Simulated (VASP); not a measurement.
## Os: single point with PBE

Os:

```xyz
1
Lattice="0.0000 1.9265 1.9265 1.9265 0.0000 1.9265 1.9265 1.9265 0.0000" Properties=species:S:1:pos:R:3 pbc="T T T"
Os    0.0000    0.0000    0.0000
```

* Program: VASP 6.6.1
* Task: single point
* Functional: PBE
* Potentials or basis: VASP PAW PBE potentials, release 64 (Os)
* Cutoff: 520 eV
* k mesh: 4 × 4 × 4
* Occupations: fermi-dirac, width 0.15 eV
* Spin: non-collinear spin, zero start, spin-orbit coupling
* Starting moments: [[0, 0, 0]] μB

The pressure is 1.9 GPa. The net moment is 0.00 μB per cell and the valence electrons inside the program's atomic spheres are Os 7.39.

Moments on the atoms (μB; x, y, z):
```
Os  0.00 0.00 0.00
```

It took 14 s on 1 thread of Intel Xeon 6975P-C (shared host), peak memory 0.16 GiB.

Caveat: the k points lie up to 0.71 Å⁻¹ apart.
